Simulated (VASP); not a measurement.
# Ir: relaxation of cell and atoms with r2SCAN

Ir:

```
Ir
1.0
     0.00000    1.89553    1.89553
     1.89553    0.00000    1.89553
     1.89553    1.89553    0.00000
Ir
1
Direct
  0.00000 0.00000 0.00000
```

| Quantity | Value |
| --- | --- |
| Program | VASP 6.6.1 |
| Task | relaxation of cell and atoms |
| Functional | r2SCAN |
| Potentials or basis | VASP PAW PBE potentials, release 64 (Ir_sv_GW) |
| Cutoff | 550 eV |
| k mesh | 8 × 8 × 8 |
| Occupations | fermi-dirac, width 0.1 eV |
| Spin | no spin polarisation |
| Dipole correction | no |
| Second run | valence_matched |
| Further INCAR settings | ALGO = Normal; EDIFF = 1e-07; IBRION = 2; EDIFFG = -0.01; NSW = 60; ISIF = 3 |

The relaxed volume is 14.18 Å³/atom and the relaxed cell is a = 2.717 Å, b = 2.717 Å, c = 2.717 Å, α = 60.00°, β = 60.00°, γ = 60.00°. The space group after relaxing (to 0.05 Å) is Fm-3m (No. 225) and the energy gained by relaxing is 28.5 meV/atom. The ionic steps are 4 and the pressure after relaxing is -0.1 GPa.

Step by step:
```csv
step,energy change (eV),largest force (eV/Å),pressure (GPa),volume (Å³)
1,0.0000,0.0000,17.20,13.62
2,0.3670,0.0000,-41.95,16.71
3,-0.0283,0.0000,-1.19,14.22
4,-0.0285,0.0000,-0.07,14.18
```

Final structure:
```yaml
crystal:
  lattice:
    - [0.00000, 1.92100, 1.92100]
    - [1.92100, 0.00000, 1.92100]
    - [1.92100, 1.92100, 0.00000]
  atoms:
    - { symbol: Ir, position: [0.00000, 0.00000, 0.00000] }
```

Levels at points of the mesh, in eV from the Fermi level:
| k point | band 4 | band 5 | band 6 | band 7 | band 8 | band 9 | band 10 | band 11 | band 12 |
| --- | --- | --- | --- | --- | --- | --- | --- | --- | --- |
| (0.00, 0.00, 0.00) | -50.89 | -11.53 | -4.03 | -4.03 | -4.03 | -1.34 | -1.34 | 14.20 | 20.01 |
| (0.50, 0.00, 0.00) | -51.01 | -8.42 | -4.19 | -4.19 | -0.74 | 0.89 | 0.89 | 7.64 | 13.97 |
| (0.50, 0.50, 0.00) | -51.20 | -8.22 | -7.64 | 0.79 | 1.53 | 1.53 | 1.70 | 11.05 | 12.00 |

Run time: 3.1 min on 1 thread of Intel(R) Xeon(R) Platinum 8375C CPU @ 2.90GHz (Ice Lake), with other jobs on the host, peak memory 0.16 GiB.

Caveat: the PAW data sets were made with another functional, which shifts forces and pressure a little; spin-orbit coupling is left out, which moves the levels of the heavy elements. Zero-point motion and thermal expansion aren't in these numbers.
